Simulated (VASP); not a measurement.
# HfS2 (P-3m1) in VASP: notebook, part 2 of 2

VASP 6.6.1. Earlier steps stand in the parts before.

## Step 3: Single point, PBE+D3(BJ)

This run uses another cell than the first one: it holds 3 atoms, not 27.

INCAR reads:

```
SYSTEM = HfS2
PREC = Accurate ; ENCUT = 500
EDIFF = 1E-6 ; ISMEAR = 0
SIGMA = 0.05 ; LREAL = .False.
LASPH = .True. ; NELM = 120
ALGO = Normal ; ISIF = 2
LWAVE = .False. ; LCHARG = .False.
GGA = PE ; IVDW = 12
NBANDS = 18 ; GGA_COMPAT = .False.
```

KPOINTS reads:

```
Automatic mesh
0
Gamma
  12 12 6
  0 0 0
```

POSCAR reads:

```
HfS2
1.0
    3.6058628441      0.0000000000      0.0000000000
   -1.8029314221      3.1227688256      0.0000000000
    0.0000000000      0.0000000000      5.7703877486
Hf S
1 2
Direct
    0.0000000000      0.0000000000      0.0000000000
    0.6666666667      0.3333333333      0.7476059866
    0.3333333333      0.6666666667      0.2523940134
```

Potentials or basis: VASP PAW PBE potentials, release 64 (Hf_pv, S).

On the command line:

```bash
cat potpaw_PBE.64/Hf_pv/POTCAR potpaw_PBE.64/S/POTCAR > POTCAR
mpirun -np 1 vasp_std > vasp.out
```

OUTCAR:

```text
SYSTEM = HfS2
   PREC = Accurate
   ENCUT = 500
   EDIFF = 1E-6
   ISMEAR = 0
   LREAL = .False.
   LASPH = .True.
   NELM = 120
   ISIF = 2
   GGA = PE
   IVDW = 12
 IVDW          = 12

 ion  position               nearest neighbor table
   1  0.000  0.000  0.000-   2 2.54   3 2.54   2 2.54   3 2.54   2 2.54   3 2.54
   2  0.667  0.333  0.748-   1 2.54   1 2.54   1 2.54
   3  0.333  0.667  0.252-   1 2.54   1 2.54   1 2.54

  LATTYP: Found a hexagonal cell.
 ALAT       =     3.6058628441
 C/A-ratio  =     1.6002793223

  Lattice vectors:

 A1 = (   3.6058628441,   0.0000000000,   0.0000000000)
 A2 = (  -1.8029314221,   3.1227688256,   0.0000000000)
 A3 = (   0.0000000000,   0.0000000000,   5.7703877486)

Analysis of symmetry for initial positions (statically):
=====================================================================
 Subroutine PRICEL returns:
 Original cell was already a primitive cell.

 Routine SETGRP: Setting up the symmetry group for a
 hexagonal supercell.

 Subroutine GETGRP returns: Found 12 space group operations
 (whereof 12 operations were pure point group operations)
 out of a pool of 24 trial point group operations.

The static configuration has the point symmetry D_3d.

Analysis of symmetry for dynamics (positions and initial velocities):
=====================================================================
 Subroutine PRICEL returns:
 Original cell was already a primitive cell.

 Routine SETGRP: Setting up the symmetry group for a
 hexagonal supercell.

 Subroutine GETGRP returns: Found 12 space group operations
 (whereof 12 operations were pure point group operations)
 out of a pool of 24 trial point group operations.

The dynamic configuration has the point symmetry D_3d.

 Subroutine INISYM returns: Found 12 space group operations
 (whereof 12 operations are pure point group operations),
 and found     1 'primitive' translations

----------------------------------------------------------------------------------------

                                     Primitive cell

  volume of cell :      64.9762

  direct lattice vectors                    reciprocal lattice vectors
     3.605862844  0.000000000  0.000000000     0.277326133  0.160114318  0.000000000
    -1.802931422  3.122768826  0.000000000     0.000000000  0.320228635  0.000000000
     0.000000000  0.000000000  5.770387749     0.000000000  0.000000000  0.173298580

  length of vectors
     3.605862844  3.605862844  5.770387749     0.320228636  0.320228635  0.173298580

  position of ions in fractional coordinates (direct lattice)
     0.000000000  0.000000000  0.000000000
     0.666666667  0.333333333  0.747605987
     0.333333333  0.666666667  0.252394013

  ion indices of the primitive-cell ions
   primitive index   ion index
                 1           1
                 2           2
                 3           3

----------------------------------------------------------------------------------------

 KPOINTS: Automatic mesh

Automatic generation of k-mesh.
 Grid dimensions read from file:
 generate k-points for:   12   12    6

 Generating k-lattice:

  Cartesian coordinates                     Fractional coordinates (reciprocal lattice)
     0.023110511  0.013342860  0.000000000     0.083333333  0.000000000  0.000000000
     0.000000000  0.026685720  0.000000000     0.000000000  0.083333333  0.000000000
     0.000000000  0.000000000  0.028883097     0.000000000  0.000000000  0.166666667

  Length of vectors
     0.026685720  0.026685720  0.028883097

  Shift w.r.t. Gamma in fractional coordinates (k-lattice)
     0.000000000  0.000000000  0.000000000

 Subroutine IBZKPT returns following result:
 ===========================================

 Found    100 irreducible k-points:

 Following reciprocal coordinates:
            Coordinates               Weight
  0.000000  0.000000  0.000000      1.000000
  0.083333 -0.000000  0.000000      6.000000
  0.166667 -0.000000  0.000000      6.000000
  0.250000 -0.000000  0.000000      6.000000
  0.333333 -0.000000  0.000000      6.000000
  0.416667 -0.000000  0.000000      6.000000
[... 16 lines left out ...]
  0.166667 -0.000000  0.166667      6.000000
  0.000000  0.166667  0.166667      6.000000
 [... further k-points ...]
   k-points           NKPTS =    100   k-points in BZ     NKDIM =    100   number of bands    NBANDS=     18
   number of dos      NEDOS =    301   number of ions     NIONS =      3
   total plane-waves  NPLWV =  32928
   dimension x,y,z NGX =    28 NGY =   28 NGZ =   42
   dimension x,y,z NGXF=    56 NGYF=   56 NGZF=   84
   ions per type =               1   2
   NGX,Y,Z   is equivalent  to a cutoff of  12.91, 12.91, 12.10 a.u.
   NGXF,Y,Z  is equivalent  to a cutoff of  25.82, 25.82, 24.20 a.u.
 SYSTEM =  HfS2
   PREC   = accura    normal or accurate (medium, high low for compatibility)
   ISTART =      0    job   : 0-new  1-cont  2-samecut
   ICHARG =      2    charge: 1-file 2-atom 10-const
   ISPIN  =      1    spin polarized calculation?
   LNONCOLLINEAR =      F non collinear calculations
   LSORBIT =      F    spin-orbit coupling
   LASPH  =      T    aspherical Exc in radial PAW
   ENCUT  =  500.0 eV  36.75 Ry    6.06 a.u.   6.57  6.57 10.52*2*pi/ulx,y,z
   NELM   =    120;   NELMIN=  2; NELMDL= -5     # of ELM steps
   EDIFF  = 0.1E-05   stopping-criterion for ELM
   LREAL  =      F    real-space projection
   EDIFFG = 0.1E-04   stopping-criterion for IOM
   NSW    =      0    number of steps for IOM
   IBRION =     -1    ionic relax: 0-MD 1-quasi-New 2-CG
   NFREE  =      0    steps in history (QN), initial steepest desc. (CG)
   ISIF   =      2    stress and relaxation
   ISYM   =      2    0-nonsym 1-usesym 2-fastsym
   POTIM  = 0.5000    time-step for ionic-motion
   TEBEG  =    0.0;   TEEND  =   0.0 temperature during run
   PSTRESS=    0.0 pullay stress
   NELECT =      22.0000    total number of electrons
   NUPDOWN=      -1.0000    fix difference up-down
   EMIN   =  10.00;   EMAX   =-10.00  energy-range for DOS
   EFERMI =   0.00;   METHOD = LEGACY
   ISMEAR =     0;   SIGMA  =   0.05  broadening in eV -4-tet -1-fermi 0-gaus
   EFERMI_NEDOS =   21; number of points for ismear=-14 and -15
   IALGO  =     38    algorithm
   IMIX   =      4    mixing-type and parameters
     AMIX     =   0.40;   BMIX     =  1.00
     AMIX_MAG =   1.60;   BMIX_MAG =  1.00
  volume/ion in A,a.u.               =      21.66       146.16
  Fermi-wavevector in a.u.,A,eV,Ry     =   1.141032  2.156237 17.714151  1.301953
  Thomas-Fermi vector in A             =   2.277733
   LORBIT       =      0    0 simple, 1 ext, 2 COOP (PROOUT), +10 PAW based schemes
   GGA     = PE    functional components
   LHFCALC =     F    Hartree Fock is set to
   AEXX    =    0.0000 exact exchange contribution
   IVDW    =    12    specifies the selected vdW correction
   LEPSILON=     F    determine dielectric tensor
   LRPA    =     F    only Hartree local field effects (RPA)
 non-spin polarized calculation
 Gauss-broadening in eV      SIGMA  =   0.05
  energy-cutoff  :      500.00
  volume of cell :       64.98
 maximum number of plane-waves:      1689
 NGX is ok and might be reduce to    28

 number of electron      22.0000001 magnetization

 Free energy of the ion-electron system (eV)
  ---------------------------------------------------
  ext. energy  EPLUGINS =         0.00000000
  ---------------------------------------------------
  free energy    TOTEN  =       -22.86516723 eV

  energy without entropy =      -22.86516723  energy(sigma->0) =      -22.86516723

 E-fermi :   3.9159     XC(G=0):  -9.8311

 val. band max:        3.7066648439   @ k =   0.0000   0.0000   0.0000
 cond. band min:       4.5847796283   @ k =   0.5000  -0.0000   0.5000
 fundamental gap:      0.8781147844
 Fermi energy:         3.9159052818

 k-point     1 :       0.0000    0.0000    0.0000
  band No.  band energies     occupation
      1     -27.1358      2.00000
      2     -27.0203      2.00000
      3     -27.0203      2.00000
      4      -9.6016      2.00000
      5      -7.7983      2.00000
      6      -1.3454      2.00000
[... 10 lines left out ...]
     17       9.2185      0.00000
     18       9.3179      0.00000
[... 466 lines left out ...]
      2     -27.0725      2.00000
      3     -27.0321      2.00000
      4      -9.2317      2.00000
      5      -7.9316      2.00000
      6      -0.8205      2.00000
[... 10 lines left out ...]
     17      10.5655      0.00000
     18      11.1372      0.00000

 [... further k-points ...]

------------------------ aborting loop because EDIFF is reached ----------------------------------------

 Edisp (eV)   -1.02187

 E8    (eV) :    -0.4409

  FORCE on cell =-STRESS in cart. coord.  units (eV):
  Direction    XX          YY          ZZ          XY          YZ          ZX
  --------------------------------------------------------------------------------------
  -------------------------------------------------------------------------------------
  Total      -0.25866    -0.25866    -0.21692     0.00000     0.00000    -0.00000
  in kB      -6.37799    -6.37799    -5.34889     0.00000     0.00000    -0.00000
  external pressure =       -6.03 kB  Pullay stress =        0.00 kB

 VOLUME and BASIS-vectors are now :
 -----------------------------------------------------------------------------
  energy-cutoff  :      500.00
  volume of cell :       64.98
      direct lattice vectors                 reciprocal lattice vectors
     3.605862844  0.000000000  0.000000000     0.277326133  0.160114318  0.000000000
    -1.802931422  3.122768826  0.000000000     0.000000000  0.320228635  0.000000000
     0.000000000  0.000000000  5.770387749     0.000000000  0.000000000  0.173298580

 POSITION                                       TOTAL-FORCE (eV/Angst)
 -----------------------------------------------------------------------------------
      0.00000      0.00000      0.00000         0.000000      0.000000     -0.000000
      1.80293      1.04092      4.31398        -0.000000      0.000000      0.065532
     -0.00000      2.08185      1.45641         0.000000     -0.000000     -0.065532
 -----------------------------------------------------------------------------------
    total drift:                               -0.000000      0.000000      0.000000

  FREE ENERGIE OF THE ION-ELECTRON SYSTEM (eV)
  ---------------------------------------------------
  free  energy   TOTEN  =       -23.8870376015 eV

  energy  without entropy=      -23.8870376015  energy(sigma->0) =      -23.88703760
```

It used 190 s of CPU time on 1 thread of AMD EPYC 7R13 Processor (Zen 3), with other jobs on the host.

What came out:

| Quantity | Value |
| --- | --- |
| Free energy | -23.8870 eV |
| Pressure | -0.6 GPa |
| Largest force | 0.066 eV/Å |
| Band gap on the k mesh | 0.88 eV, indirect (least direct gap 1.81 eV) |
| Dispersion energy per atom | -0.341 eV |

Forces in eV/Å, atoms in the order of the input:
```
Hf   0.000  0.000  0.000
S    0.000  0.000  0.066
S    0.000  0.000 -0.066
```

Caveat: spin-orbit coupling is left out, which moves the levels of the heavy elements. PBE gaps usually lie below the measured ones, often by a third to a half.

## Step 4: Single point, PBE+D3(BJ)

This run uses another cell than the first one: it holds 3 atoms, not 27.

INCAR reads:

```
ALGO = Normal
EDIFF = 1E-6
ENCUT = 500
GGA = PE
GGA_COMPAT = False
ISIF = 2
ISMEAR = 0
IVDW = 12
LASPH = True
LCHARG = False
LREAL = False
LWAVE = False
NBANDS = 18
NELM = 120
PREC = Accurate
SIGMA = 0.05
```

KPOINTS reads:

```
k-points
0
Gamma
  12 12 6
```

POSCAR is that of step 3.

On the command line:

```bash
cat potpaw_PBE.64/Hf_pv/POTCAR potpaw_PBE.64/S/POTCAR > POTCAR
mpirun -np 1 vasp_std > vasp.out
```

It used 160 s of CPU time on 1 thread of AMD EPYC 7R13 Processor (Zen 3) (shared host).

The run converged. Its results:

| Quantity | Value |
| --- | --- |
| Free energy | -23.8870 eV |
| Pressure | -0.6 GPa |
| Largest force | 0.066 eV/Å |
| Band gap on the k mesh | 0.88 eV, indirect (least direct gap 1.81 eV) |
| Dispersion energy per atom | -0.341 eV |

Forces on the atoms (eV/Å):
```
Hf   0.000  0.000  0.000
S    0.000  0.000  0.066
S    0.000  0.000 -0.066
```

Stress tensor (GPa, compression positive):
```
-0.64  0.00  0.00
 0.00 -0.64  0.00
 0.00  0.00 -0.53
```

Levels at points of the mesh, in eV from the valence-band top:
```csv
k point,band 9,band 10,band 11,band 12,band 13,band 14
"(0.00, 0.00, 0.00)",-0.17,-0.17,0.00,1.88,1.88,2.43
"(0.50, 0.00, 0.00)",-2.56,-2.21,-1.47,1.03,4.00,4.08
"(0.00, 0.00, 0.50)",-2.09,-0.35,-0.35,1.83,1.83,2.73
"(0.50, 0.00, 0.50)",-2.52,-1.13,-0.95,0.88,3.98,4.12
```

Caveat: spin-orbit coupling is left out, which moves the levels of the heavy elements. PBE gaps usually lie below the measured ones, often by a third to a half.

## Step 5: Relaxation of the atoms, PBE+D3(BJ)

This run uses another cell than the first one: it holds 3 atoms, not 27.

INCAR reads:

```
PREC = Accurate ; ENCUT = 450
EDIFF = 1E-7 ; ISMEAR = 0
SIGMA = 0.02 ; LREAL = F
LASPH = T ; NELM = 120
ALGO = Normal ; ISIF = 2
LWAVE = F ; LCHARG = F
GGA = PE ; IVDW = 12
IBRION = 2 ; NSW = 60
EDIFFG = -0.01 ; GGA_COMPAT = F
NELMIN = 4
```

KPOINTS reads:

```
regular mesh
0
Gamma
  9 9 6
```

POSCAR reads:

```
HfS2
1.0
    3.6396641800      0.0000000000      0.0000000000
   -1.8198320900      3.1520416411      0.0000000000
    0.0000000000      0.0000000000      6.0555624700
Hf S
1 2
Direct
    0.0000000000      0.0000000000      0.0000000000
    0.6666666700      0.3333333300      0.7639520500
    0.3333333300      0.6666666700      0.2360479500
```

On the command line:

```bash
cat potpaw_PBE.64/Hf_pv/POTCAR potpaw_PBE.64/S/POTCAR > POTCAR
mpirun -np 1 vasp_std > vasp.out
```

Wall time 90 s (1 thread of Intel Xeon Platinum 8375C at 2.90GHz (Ice Lake), shared host); peak memory 0.22 GiB.

The run converged. Its results:

- Free energy: -23.8591 eV
- Energy gained by relaxing: 0.7 meV/atom
- Ionic steps: 3
- Pressure after relaxing: -1.9 GPa
- Largest force after relaxing: 0.004 eV/Å
- Band gap on the k mesh: 1.19 eV, indirect (least direct gap 1.95 eV)
- Dispersion energy per atom: -0.316 eV

Forces on the atoms (eV/Å):
```
Hf   0.000  0.000  0.000
S    0.000  0.000  0.004
S    0.000  0.000 -0.004
```

Stress tensor (GPa, compression positive):
```
-2.04  0.00  0.00
 0.00 -2.04  0.00
 0.00  0.00 -1.51
```

The path:
| step | energy change (eV) | largest force (eV/Å) | pressure (GPa) |
| --- | --- | --- | --- |
| 1 | 0.0000 | 0.1642 | -1.09 |
| 2 | -0.0018 | 0.0674 | -1.53 |
| 3 | -0.0022 | 0.0037 | -1.86 |

Final structure:
```cif
data_structure
_symmetry_space_group_name_H-M 'P 1'
_symmetry_Int_Tables_number 1
_cell_length_a 3.6397
_cell_length_b 3.6397
_cell_length_c 6.0556
_cell_angle_alpha 90.000
_cell_angle_beta 90.000
_cell_angle_gamma 120.000
_cell_volume 69.47
loop_
_atom_site_label
_atom_site_type_symbol
_atom_site_fract_x
_atom_site_fract_y
_atom_site_fract_z
_atom_site_occupancy
Hf1 Hf 0.00000 0.00000 0.00000 1
S1 S 0.66667 0.33333 0.76168 1
S2 S 0.33333 0.66667 0.23832 1
```

Levels at points of the mesh, in eV from the valence-band top:
```tsv
k point	band 7	band 8	band 9	band 10	band 11	band 12	band 13	band 14	band 15
(0.00, 0.00, 0.00)	-2.67	-2.67	-0.05	-0.02	-0.02	2.05	2.05	2.67	5.50
(0.00, 0.00, 0.50)	-2.64	-2.64	-1.61	-0.12	-0.12	2.02	2.02	2.93	5.85
```

Caveat: spin-orbit coupling is left out, which moves the levels of the heavy elements.

## Step 6: Summary

| task | cell | k mesh | cutoff (eV) | smearing | gap on the mesh (eV) | pressure (GPa) | largest force (eV/Å) |
| --- | --- | --- | --- | --- | --- | --- | --- |
| single point | a = 8.503 Å, angles 79.0°, 27 atoms | 2 × 2 × 2, shifted | 500 | gaussian 0.01 eV | 1.14 | -0.5 | 0.07 |
| single point | a = 3.606, b = 3.606, c = 5.770 Å, angles 90.0, 90.0, 120.0°, 3 atoms | 12 × 12 × 6 | 500 | gaussian 0.05 eV | 0.88 | -0.6 | 0.07 |
| relaxation of the atoms | atoms relaxed from a = 3.640, b = 3.640, c = 6.056 Å, angles 90.0, 90.0, 120.0°, 3 atoms | 9 × 9 × 6 | 450 | gaussian 0.02 eV | 1.19 | -1.9 | - |

Alike in all rows: level PBE+D3(BJ); potentials or basis VASP PAW PBE potentials, release 64 (Hf_pv, S); no spin polarisation.

Caveats: spin-orbit coupling is left out, which moves the levels of the heavy elements.

Total energies depend on the potentials used, so only differences within one code and one set of settings carry meaning.
